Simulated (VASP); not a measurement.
Input of a VASP 6.6.1 run:

File INCAR:

```
SYSTEM = Pt
PREC = Accurate
ENCUT = 500
EDIFF = 1E-6
ISMEAR = 0
SIGMA = 0.1
LREAL = .False.
LASPH = .True.
NELM = 120
ALGO = Normal
ISIF = 2
LWAVE = .False.
LCHARG = .True.
GGA = PE
LELF = .True.
LVHAR = .True.
NBANDS = 11
GGA_COMPAT = .False.
```

KPOINTS

```
regular mesh
0
Gamma
  16 16 16
  0 0 0
```

POSCAR

```
Pt
1.0
    0.0000000000      1.9847426261      1.9847426261
    1.9847426261      0.0000000000      1.9847426261
    1.9847426261      1.9847426261      0.0000000000
Pt
1
Direct
    0.0000000000      0.0000000000      0.0000000000
```

Potentials or basis: VASP PAW PBE potentials, release 64 (Pt).

Run with:

```sh
$ cat potpaw_PBE.64/Pt/POTCAR > POTCAR
$ mpirun -np 1 vasp_std > vasp.out
```

Task: Estimate the band gap on the k mesh.

Result: Zero (band 5 reaches 11.03 eV, above the bottom of band 6 at 8.94 eV).

Task: What does it give for the pressure?

Result: -0.4 GPa.

Caveat: spin-orbit coupling is left out, which moves the levels of the heavy elements.
